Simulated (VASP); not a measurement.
# Re (P6_3/mmc) in VASP: notebook

The runs below take Re through single point, with BLYP.

Program: VASP 6.6.1. These are calculated values, not measurements. Logs are shortened: lines on timing, memory, paths and dates and some standing lists are left out, and cuts for length are marked.

### 1 The cell of the first run

The structure is hexagonal, space group P6_3/mmc (No. 194). The conventional cell has a = 2.777 Å, b = 2.777 Å, c = 4.465 Å, α = 90.00°, β = 90.00°, γ = 120.00°. Re (site symmetry -6m2) has 12 Re at 2.75 to 2.78 Å within 3.6 Å.

### 2 Single point, BLYP (14.91 Å³/atom)

INCAR

```
PREC = Accurate
ENCUT = 520
EDIFF = 1E-6
ISMEAR = -1
SIGMA = 0.1
LREAL = False
LASPH = True
NELM = 100
ALGO = Normal
ISIF = 2
LWAVE = False
LCHARG = True
GGA = B5
ALDAX = 1.0
AGGAX = 1.0
AGGAC = 1.0
ALDAC = 0.0
LELF = True
LVHAR = True
NBANDS = 14
```

KPOINTS

```
regular mesh
0
Gamma
  21 21 12
```

POSCAR

```
Re
1.0
    2.7770349181      0.0000000000      0.0000000000
   -1.3885174590      2.4049827863      0.0000000000
    0.0000000000      0.0000000000      4.4647227913
Re
2
Direct
    0.3333333333      0.6666666667      0.2500000000
    0.6666666667      0.3333333333      0.7500000000
```

Potentials or basis: VASP PAW PBE potentials, release 64 (Re).

On the command line:

```
cat potpaw_PBE.64/Re/POTCAR > POTCAR
mpirun -np 1 vasp_std > vasp.out
```

OUTCAR:

```text
PREC = Accurate
   ENCUT = 520
   EDIFF = 1E-6
   ISMEAR = -1
   LREAL = False
   LASPH = True
   NELM = 100
   ISIF = 2
   GGA = B5

 ion  position               nearest neighbor table
   1  0.333  0.667  0.250-   2 2.75   2 2.75   2 2.75   2 2.75   2 2.75   2 2.75
   2  0.667  0.333  0.750-   1 2.75   1 2.75   1 2.75   1 2.75   1 2.75   1 2.75

  LATTYP: Found a hexagonal cell.
 ALAT       =     2.7770349181
 C/A-ratio  =     1.6077301593

  Lattice vectors:

 A1 = (   2.7770349181,   0.0000000000,   0.0000000000)
 A2 = (  -1.3885174590,   2.4049827863,   0.0000000000)
 A3 = (   0.0000000000,   0.0000000000,   4.4647227913)

Analysis of symmetry for initial positions (statically):
=====================================================================
 Subroutine PRICEL returns:
 Original cell was already a primitive cell.

 Routine SETGRP: Setting up the symmetry group for a
 hexagonal supercell.

 Subroutine GETGRP returns: Found 24 space group operations
 (whereof 12 operations were pure point group operations)
 out of a pool of 24 trial point group operations.

The static configuration has the point symmetry D_3d.
 The point group associated with its full space group is D_6h.

Analysis of symmetry for dynamics (positions and initial velocities):
=====================================================================
 Subroutine PRICEL returns:
 Original cell was already a primitive cell.

 Routine SETGRP: Setting up the symmetry group for a
 hexagonal supercell.

 Subroutine GETGRP returns: Found 24 space group operations
 (whereof 12 operations were pure point group operations)
 out of a pool of 24 trial point group operations.

The dynamic configuration has the point symmetry D_3d.
 The point group associated with its full space group is D_6h.

 Subroutine INISYM returns: Found 24 space group operations
 (whereof 12 operations are pure point group operations),
 and found     1 'primitive' translations

----------------------------------------------------------------------------------------

                                     Primitive cell

  volume of cell :      29.8186

  direct lattice vectors                    reciprocal lattice vectors
     2.777034918  0.000000000  0.000000000     0.360096300  0.207901696  0.000000000
    -1.388517459  2.404982786  0.000000000     0.000000000  0.415803392  0.000000000
     0.000000000  0.000000000  4.464722791     0.000000000  0.000000000  0.223978071

  length of vectors
     2.777034918  2.777034918  4.464722791     0.415803392  0.415803392  0.223978071

  position of ions in fractional coordinates (direct lattice)
     0.333333333  0.666666667  0.250000000
     0.666666667  0.333333333  0.750000000

  ion indices of the primitive-cell ions
   primitive index   ion index
                 1           1
                 2           2

----------------------------------------------------------------------------------------

 KPOINTS: regular mesh

Automatic generation of k-mesh.
 Grid dimensions read from file:
 generate k-points for:   21   21   12

 Generating k-lattice:

  Cartesian coordinates                     Fractional coordinates (reciprocal lattice)
     0.017147443  0.009900081  0.000000000     0.047619048  0.000000000  0.000000000
     0.000000000  0.019800162  0.000000000     0.000000000  0.047619048  0.000000000
     0.000000000  0.000000000  0.018664839     0.000000000  0.000000000  0.083333333

  Length of vectors
     0.019800162  0.019800162  0.018664839

  Shift w.r.t. Gamma in fractional coordinates (k-lattice)
     0.000000000  0.000000000  0.000000000

 Subroutine IBZKPT returns following result:
 ===========================================

 Found    336 irreducible k-points:

 Following reciprocal coordinates:
            Coordinates               Weight
  0.000000  0.000000  0.000000      1.000000
  0.047619 -0.000000  0.000000      6.000000
  0.095238 -0.000000  0.000000      6.000000
  0.142857 -0.000000  0.000000      6.000000
  0.190476 -0.000000  0.000000      6.000000
  0.238095  0.000000  0.000000      6.000000
[... 16 lines left out ...]
  0.142857  0.095238  0.000000     12.000000
  0.190476  0.095238  0.000000     12.000000
 [... further k-points ...]
   k-points           NKPTS =    336   k-points in BZ     NKDIM =    336   number of bands    NBANDS=     14
   number of dos      NEDOS =    301   number of ions     NIONS =      2
   total plane-waves  NPLWV =  20736
   dimension x,y,z NGX =    24 NGY =   24 NGZ =   36
   dimension x,y,z NGXF=    48 NGYF=   48 NGZF=   72
   ions per type =               2
   NGX,Y,Z   is equivalent  to a cutoff of  14.37, 14.37, 13.40 a.u.
   NGXF,Y,Z  is equivalent  to a cutoff of  28.73, 28.73, 26.81 a.u.
 SYSTEM =  unknown system
   PREC   = accura    normal or accurate (medium, high low for compatibility)
   ISTART =      0    job   : 0-new  1-cont  2-samecut
   ICHARG =      2    charge: 1-file 2-atom 10-const
   ISPIN  =      1    spin polarized calculation?
   LNONCOLLINEAR =      F non collinear calculations
   LSORBIT =      F    spin-orbit coupling
   LASPH  =      T    aspherical Exc in radial PAW
   ENCUT  =  520.0 eV  38.22 Ry    6.18 a.u.   5.16  5.16  8.30*2*pi/ulx,y,z
   NELM   =    100;   NELMIN=  2; NELMDL= -5     # of ELM steps
   EDIFF  = 0.1E-05   stopping-criterion for ELM
   LREAL  =      F    real-space projection
   EDIFFG = 0.1E-04   stopping-criterion for IOM
   NSW    =      0    number of steps for IOM
   IBRION =     -1    ionic relax: 0-MD 1-quasi-New 2-CG
   NFREE  =      0    steps in history (QN), initial steepest desc. (CG)
   ISIF   =      2    stress and relaxation
   ISYM   =      2    0-nonsym 1-usesym 2-fastsym
   POTIM  = 0.5000    time-step for ionic-motion
   TEBEG  =    0.0;   TEEND  =   0.0 temperature during run
   PSTRESS=    0.0 pullay stress
   NELECT =      14.0000    total number of electrons
   NUPDOWN=      -1.0000    fix difference up-down
   EMIN   =  10.00;   EMAX   =-10.00  energy-range for DOS
   EFERMI =   0.00;   METHOD = LEGACY
   ISMEAR =    -1;   SIGMA  =   0.10  broadening in eV -4-tet -1-fermi 0-gaus
   EFERMI_NEDOS =   21; number of points for ismear=-14 and -15
   IALGO  =     38    algorithm
   IMIX   =      4    mixing-type and parameters
     AMIX     =   0.40;   BMIX     =  1.00
     AMIX_MAG =   1.60;   BMIX_MAG =  1.00
  volume/ion in A,a.u.               =      14.91       100.61
  Fermi-wavevector in a.u.,A,eV,Ry     =   1.272394  2.404476 22.027644  1.618986
  Thomas-Fermi vector in A             =   2.405275
   LORBIT       =      0    0 simple, 1 ext, 2 COOP (PROOUT), +10 PAW based schemes
   GGA     = B5    functional components
   LHFCALC =     F    Hartree Fock is set to
   AEXX    =    0.0000 exact exchange contribution
   IVDW    =     0    specifies the selected vdW correction
   LEPSILON=     F    determine dielectric tensor
   LRPA    =     F    only Hartree local field effects (RPA)
 non-spin polarized calculation
  energy-cutoff  :      520.00
  volume of cell :       29.82
 maximum number of plane-waves:       817
 NGX is ok and might be reduce to    24
   NGX = 11   NGY = 11   NGZ = 17

 number of electron      14.0000000 magnetization

 Free energy of the ion-electron system (eV)
  ---------------------------------------------------
  ext. energy  EPLUGINS =         0.00000000
  ---------------------------------------------------
  free energy    TOTEN  =       -21.49139982 eV

  energy without entropy =      -21.43559895  energy(sigma->0) =      -21.46349938

 E-fermi :   8.3301     XC(G=0): -12.9559

 val. band max:        8.3267676146   @ k =   0.3333   0.1905   0.4167
 cond. band min:       8.3314634569   @ k =   0.4286   0.0476   0.5000
 fundamental gap:      0.0046958423
 Fermi energy:         8.3300520530

 k-point     1 :       0.0000    0.0000    0.0000
  band No.  band energies     occupation
      1      -1.2600      2.00000
      2       1.8600      2.00000
      3       6.7341      2.00000
      4       6.7341      2.00000
      5       6.7820      2.00000
      6       7.5520      1.99916
      7       7.5520      1.99916
      8       8.4149      0.59956
      9       8.4149      0.59956
     10       9.2813      0.00015
     11      11.5817      0.00000
     12      11.5817      0.00000
     13      18.2441      0.00000
     14      22.7450      0.00000

 k-point     2 :       0.0476   -0.0000    0.0000
  band No.  band energies     occupation
      1      -1.1679      2.00000
      2       1.9465      2.00000
      3       6.4467      2.00000
      4       6.8176      2.00000
      5       7.0416      1.99999
      6       7.4872      1.99956
      7       7.6308      1.99816
      8       8.2845      1.22394
      9       8.3442      0.92928
     10       8.9260      0.00515
     11      11.6302      0.00000
     12      12.0764      0.00000
     13      18.2399      0.00000
     14      22.9474      0.00000

 k-point     3 :       0.0952   -0.0000    0.0000
  band No.  band energies     occupation
      1      -0.8975      2.00000
      2       2.1942      2.00000
      3       6.0959      2.00000
      4       7.0659      1.99999
      5       7.2427      1.99996
      6       7.4018      1.99981
      7       7.7154      1.99573
      8       7.8647      1.98113
      9       8.1521      1.71129
     10       8.5204      0.25940
     11      11.7572      0.00000
     12      13.0841      0.00000
     13      18.2126      0.00000
     14      23.5197      0.00000

 k-point     4 :       0.1429   -0.0000    0.0000
  band No.  band energies     occupation
      1      -0.4666      2.00000
      2       2.5615      2.00000
      3       5.7346      2.00000
      4       6.8796      2.00000
      5       7.0189      2.00000
      6       7.4725      1.99962
      7       7.7291      1.99510
      8       7.8823      1.97753
      9       8.2458      1.39781
     10       8.2727      1.27900
     11      11.9234      0.00000
     12      14.2401      0.00000
     13      18.1324      0.00000
     14      24.3209      0.00000

 k-point     5 :       0.1905   -0.0000    0.0000
  band No.  band energies     occupation
      1       0.0922      2.00000
      2       2.9538      2.00000
      3       5.4485      2.00000
      4       6.0479      2.00000
      5       6.7601      2.00000
      6       7.5785      1.99891
      7       8.0250      1.90958
      8       8.0330      1.90249
      9       8.1817      1.63031
     10       8.7601      0.02675
     11      12.0930      0.00000
[... 276 lines left out ...]
 k-point    22 :       0.0952    0.0952    0.0000
  band No.  band energies     occupation
      1      -0.2150      2.00000
      2       2.7795      2.00000
      3       5.5131      2.00000
      4       6.5705      2.00000
      5       6.9458      2.00000
      6       7.4480      1.99970
      7       7.7510      1.99391
      8       7.7638      1.99308
      9       8.4015      0.65719
     10       8.5763      0.15702
     11      11.9387      0.00000
     12      14.8319      0.00000
     13      18.0759      0.00000
     14      24.7014      0.00000

 k-point    23 :       0.1429    0.0952    0.0000
  band No.  band energies     occupation
      1       0.3346      2.00000
      2       3.1831      2.00000
      3       5.1929      2.00000
      4       5.8563      2.00000
      5       6.7370      2.00000
      6       7.1133      1.99999
      7       8.0707      1.86090
      8       8.2463      1.39594
      9       8.3619      0.84225
     10       9.1796      0.00041
     11      12.0430      0.00000
     12      15.9433      0.00000
     13      17.9297      0.00000
     14      24.8580      0.00000

 k-point    24 :       0.1905    0.0952    0.0000
  band No.  band energies     occupation
      1       0.9675      2.00000
      2       3.4761      2.00000
      3       5.0311      2.00000
      4       5.1739      2.00000
      5       6.6055      2.00000
      6       6.8335      2.00000
      7       8.0214      1.91267
      8       8.5044      0.29771
      9       9.0839      0.00106
     10       9.9044      0.00000
     11      12.1435      0.00000
     12      17.0933      0.00000
     13      17.7543      0.00000
     14      23.6725      0.00000

 [... further k-points ...]

------------------------ aborting loop because EDIFF is reached ----------------------------------------

  FORCE on cell =-STRESS in cart. coord.  units (eV):
  Direction    XX          YY          ZZ          XY          YZ          ZX
  --------------------------------------------------------------------------------------
  -------------------------------------------------------------------------------------
  Total        3.1114119      3.1114119      3.1818369      0.0000000      0.0000000      0.0000000
  in kB      167.1784444    167.1784444    170.9624319      0.0000000      0.0000000      0.0000000
  external PRESSURE =     168.4397736 kB  Pullay stress =       0.0000000 kB

 VOLUME and BASIS-vectors are now :
 -----------------------------------------------------------------------------
  energy-cutoff  :      520.00
  volume of cell :       29.82
      direct lattice vectors                 reciprocal lattice vectors
     2.777034918  0.000000000  0.000000000     0.360096300  0.207901696  0.000000000
    -1.388517459  2.404982786  0.000000000     0.000000000  0.415803392  0.000000000
     0.000000000  0.000000000  4.464722791     0.000000000  0.000000000  0.223978071

 POSITION                                       TOTAL-FORCE (eV/Angst)
 -----------------------------------------------------------------------------------
     -0.00000      1.60332      1.11618        -0.000000      0.000000      0.000000
      1.38852      0.80166      3.34854         0.000000     -0.000000      0.000000
 -----------------------------------------------------------------------------------
    total drift:                                0.000000     -0.000000     -0.000000

  FREE ENERGIE OF THE ION-ELECTRON SYSTEM (eV)
  ---------------------------------------------------
  free  energy   TOTEN  =       -21.4913998219 eV

  energy  without entropy=      -21.4355989475  energy(sigma->0) =      -21.46349938
```

Run time: 59 s. Hardware: 1 thread of Intel Xeon 6975P-C (Granite Rapids), shared host; peak memory 0.25 GiB.

Results:

- Free energy: -21.4914 eV
- Pressure: 16.8 GPa
- Band gap on the k mesh: zero (bands 7 and 8 overlap by 3.50 eV)

Stress tensor (GPa, compression positive):
```
16.72  0.00  0.00
 0.00 16.72  0.00
 0.00  0.00 17.10
```

Levels at points of the mesh, in eV from the Fermi level:
| k point | band 4 | band 5 | band 6 | band 7 | band 8 | band 9 | band 10 | band 11 |
| --- | --- | --- | --- | --- | --- | --- | --- | --- |
| (0.00, 0.00, 0.00) | -1.60 | -1.55 | -0.78 | -0.78 | 0.08 | 0.08 | 0.95 | 3.25 |
| (0.00, 0.00, 0.50) | -2.28 | -1.74 | -1.74 | -1.74 | -1.74 | 2.44 | 2.44 | 2.44 |

Caveat: the cell stands under pressure; the PAW data sets were made with another functional, which shifts forces and pressure a little; spin-orbit coupling is left out, which moves the levels of the heavy elements.

### 3 Single point, BLYP

This run uses another cell than the first one, of 15.53 Å³/atom.

INCAR

```
AGGAC = 1.0
AGGAX = 1.0
ALDAC = 0.0
ALDAX = 1.0
ALGO = Normal
EDIFF = 1E-6
ENCUT = 520
GGA = B5
ISIF = 2
ISMEAR = -1
LASPH = T
LCHARG = F
LREAL = F
LWAVE = F
NBANDS = 14
NELM = 60
PREC = Accurate
SIGMA = 0.1
```

KPOINTS

```
k-points
0
Gamma
  21 21 12
```

POSCAR

```
Re
1.0
    2.8150812201      0.0000000000      0.0000000000
   -1.4075406101      2.4379318503      0.0000000000
    0.0000000000      0.0000000000      4.5258909785
Re
2
Direct
    0.3333333333      0.6666666667      0.2500000000
    0.6666666667      0.3333333333      0.7500000000
```

Potentials or basis: VASP PAW PBE potentials, release 64 (Re).

On the command line:

```
cat potpaw_PBE.64/Re/POTCAR > POTCAR
mpirun -np 1 vasp_std > vasp.out
```

Wall time 54 s (1 thread of Intel Xeon 6975P-C (Granite Rapids), shared host); peak memory 0.25 GiB.

Results (log left out):

| Item | Value |
| --- | --- |
| Free energy | -21.5625 eV |
| Pressure | 1.8 GPa |
| Band gap on the k mesh | zero (bands 7 and 8 overlap by 3.27 eV) |

Levels at points of the mesh, in eV from the Fermi level:
```tsv
k point	band 5	band 6	band 7	band 8	band 9	band 10
(0.00, 0.00, 0.00)	-1.45	-0.73	-0.73	0.09	0.09	0.87
(0.00, 0.00, 0.50)	-1.63	-1.63	-1.63	-1.63	2.29	2.29
```

Caveat: the PAW data sets were made with another functional, which shifts forces and pressure a little; spin-orbit coupling is left out, which moves the levels of the heavy elements.
